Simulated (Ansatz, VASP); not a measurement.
**CaSe: VASP beside Ansatz**

```xyz
4
Lattice="5.1307 0.0000 0.0000 -2.5654 4.4433 0.0000 0.0000 0.0000 6.0226" Properties=species:S:1:pos:R:3 pbc="T T T"
Ca    0.0000    2.9622   -0.3764
Ca    2.5654    1.4811    2.6349
Se    0.0000    2.9622    2.6349
Se    2.5654    1.4811    5.6462
```

Change from the starting cell: hydrostatic strain +2.5%.

Alike in both runs: task single point; functional r2SCAN; k mesh 6 × 6 × 4; no spin polarisation.

```csv
,VASP,Ansatz
version,VASP 6.6.1,Ansatz 0.2.0
potentials or method,"VASP PAW PBE potentials, release 64 (Ca_sv, Se)","plane waves, PAW"
plane-wave cutoff (eV),520,500
occupations,"gaussian, width 0.01 eV",fixed
valence electrons in the cell,32,52
```

|  | VASP | Ansatz | Ansatz less VASP |
| --- | --- | --- | --- |
| gap on the k mesh at the Fermi level (eV) | 2.90 | 2.91 | +0.009 |
| pressure (GPa) | -2.4 | -2.6 | -0.15 |
| traceless stress, the component that is largest in VASP (GPa) | -0.28 | -0.28 | 0.000 |

VASP's potentials were made for PBE, not for r2SCAN. VASP's potentials hold 32 valence electrons a cell and Ansatz's 52, so a difference there can come from the potentials and not from the codes.
